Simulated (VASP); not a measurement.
Write the native input for VASP 6.6.1 that does the following.

| Property | Result |
| --- | --- |
| Task | single point |
| Functional | LDA |
| Potentials or basis | VASP PAW LDA potentials, release 64 (In_d) |
| Cutoff | 520 eV |
| k mesh | 22 × 22 × 22 |
| Occupations | gaussian, width 0.15 eV |
| Spin | no spin polarisation |
| Dipole correction | no |
| Further INCAR settings | ALGO = Fast; EDIFF = 1e-06; NBANDS = 12 |

The structure of In lies in POSCAR:

```
In
1.0
   -1.4717369356      1.4717369356      2.6073291551
    1.4717369356     -1.4717369356      2.6073291551
    1.4717369356      1.4717369356     -2.6073291551
In
1
Direct
    0.0000000000      0.0000000000      0.0000000000
```

These files were run (other wordings do the same):

INCAR

```
SYSTEM = In
PREC = Accurate
ENCUT = 520
EDIFF = 1E-6
ISMEAR = 0
SIGMA = 0.15
LREAL = .FALSE.
LASPH = .TRUE.
NELM = 80
ALGO = Fast
ISIF = 2
LWAVE = .FALSE.
LCHARG = .TRUE.
LELF = .TRUE.
LVHAR = .TRUE.
NBANDS = 12
```

KPOINTS

```
Automatic mesh
0
G
  22 22 22
  0 0 0
```

Potentials or basis: VASP PAW LDA potentials, release 64 (In_d).

Command:

```console
$ cat potpaw_LDA.64/In_d/POTCAR > POTCAR
$ mpirun -np 1 vasp_std > vasp.out
```

Results of the run:

* Pressure: 5.7 GPa
* Band gap on the k mesh: zero (an odd number of electrons rules out a gap without spin polarisation)

Caveat: the cell stands under pressure; spin-orbit coupling is left out, which moves the levels of the heavy elements.

Wall time 14 min on 1 thread of Intel(R) Xeon(R) Platinum 8375C CPU @ 2.90GHz (Ice Lake), with other jobs on the host, peak memory 0.32 GiB.
